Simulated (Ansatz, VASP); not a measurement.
Two plane-wave programs on ZrC

INCAR

```
SYSTEM = ZrC
ALGO     = Normal         ! electronic algorithm
EDIFF    = 1E-7           ! SCF threshold, eV
ENCUT    = 520            ! plane-wave cutoff, eV
GGA      = PE             ! functional
ISIF     = 2              ! what is computed and relaxed
ISMEAR   = 0              ! smearing method
LASPH    = .TRUE.         ! aspherical terms in the spheres
LCHARG   = .FALSE.        ! write CHGCAR
LREAL    = .FALSE.        ! projectors in reciprocal space
LWAVE    = .FALSE.        ! write WAVECAR
NBANDS   = 15             ! bands
NELM     = 60             ! most SCF steps
PREC     = Accurate       ! precision mode
SIGMA    = 0.15           ! smearing width, eV
```

File KPOINTS:

```
k-points
0
G
  18 18 18
  0 0 0
```

File POSCAR:

```
ZrC
1.0
    0.0000000000      2.3502100000      2.3502100000
    2.3502100000      0.0000000000      2.3502100000
    2.3502100000      2.3502100000      0.0000000000
Zr C
1 1
Direct
    0.5000000000      0.5000000000      0.5000000000
   -0.0558460733     -0.0558460733      0.0558460733
```

Input for Ansatz:

```yaml
crystal:
  lattice:
    - [0.0, 2.35021, 2.35021]
    - [2.35021, 0.0, 2.35021]
    - [2.35021, 2.35021, 0.0]
  atoms:
    - { symbol: Zr, position: [0.5, 0.5, 0.5] }
    - { symbol: C, position: [-0.0558460733, -0.0558460733, 0.0558460733] }
basis:
  ecutwfc: 420
kpoints:
  mp_grid: { grid: [18, 18, 18] }
hamiltonian:
  xc: pbe
scf:
  occupations: { method: gaussian, width: 0.15 }
output:
  forces: true
  stress: true
  eigenvalues: true
```

Change from the starting cell: all C atoms moved +0.263 Å, as atom 2 towards its neighbour atom 1 (Zr) at 2.350 Å.

Alike in both runs: task single point; functional PBE; k mesh 18 × 18 × 18; occupations gaussian, width 0.15 eV; no spin polarisation.

```csv
,VASP,Ansatz
version,VASP 6.6.1,Ansatz 0.2.0
potentials or method,"VASP PAW PBE potentials, release 64 (Zr_sv, C), cutoff 520 eV","scalar-relativistic, plane waves, PAW"
valence electrons in the cell,16,16
```

Ansatz gave:

- gap on the k mesh at the Fermi level (eV): none
- pressure (GPa): 7.0
- traceless stress, the component that is largest in VASP (GPa): 12.87
- rms of the force components (eV/Å): 1.329

Question: Estimate VASP's values.

Answer: gap on the k mesh at the Fermi level (eV): none; pressure (GPa): 7.2; traceless stress, the component that is largest in VASP (GPa): 12.94; rms of the force components (eV/Å): 1.335.

Atom by atom the forces differ by 0.007 eV/Å (rms over components). A gap of «none» marks a metal or a gap that the smearing closes.
